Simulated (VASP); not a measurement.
Set up this calculation in VASP 6.6.1, as the native input.

```
Task                   : relaxation of cell and atoms
Functional             : PBE
Potentials or basis    : VASP PAW PBE potentials, release 64 (Al, Cu)
Cutoff                 : 600 eV
k mesh                 : 6 × 6 × 4
Occupations            : gaussian, width 0.1 eV
Spin                   : no spin polarisation
Dipole correction      : no
Further INCAR settings : ALGO = Normal; EDIFF = 1e-06; IBRION = 2; EDIFFG = -0.04; NSW = 90; ISIF = 3
```

The structure of Al5Cu lies in POSCAR:

```
Al5Cu
1.0
    4.4085304600      0.0000000000      0.0000000000
   -2.2042652300      3.8178993700      0.0000000000
    0.0000000000      0.0000000000      5.3993250700
Al Cu
5 1
Direct
    0.3333333300      0.6666666700      0.1666666700
    0.6666666700      0.3333333300      0.3333333300
    0.0000000000      0.0000000000      0.5000000000
    0.3333333300      0.6666666700      0.6666666700
    0.6666666700      0.3333333300      0.8333333300
    0.0000000000      0.0000000000      0.0000000000
```

One way to write it, as run:

INCAR

```
  PREC = Accurate
  ENCUT = 600
  EDIFF = 1E-6
  ISMEAR = 0
  SIGMA = 0.1
  LREAL = F
  LASPH = T
  NELM = 100
  ALGO = Normal
  ISIF = 3
  LWAVE = F
  LCHARG = F
  GGA = PE
  IBRION = 2
  NSW = 90
  EDIFFG = -0.04
```

KPOINTS

```
regular mesh
0
Gamma
  6 6 4
```

Potentials or basis: VASP PAW PBE potentials, release 64 (Al, Cu).

Launch:

```console
$ cat potpaw_PBE.64/Al/POTCAR potpaw_PBE.64/Cu/POTCAR > POTCAR
$ mpirun -np 1 vasp_std > vasp.out
```

Results of the run:

```json
{
 "Relaxed volume": "15.98 Å³/atom",
 "Relaxed cell": "a = 4.534 Å, b = 4.534 Å, c = 5.387 Å, α = 90.00°, β = 90.00°, γ = 120.00°",
 "Space group after relaxing (to 0.1 Å)": "P-3m1 (No. 164)",
 "Energy gained by relaxing": "30.3 meV/atom",
 "Ionic steps": "18",
 "Pressure after relaxing": "0.0 GPa",
 "Largest force after relaxing": "0.012 eV/Å",
 "Band gap on the k mesh": "zero (bands 13 and 14 overlap by 3.70 eV)"
}
```

Wall time 3.2 min on 1 thread of Intel(R) Xeon(R) 6975P-C (Granite Rapids) (shared host), peak memory 0.27 GiB.
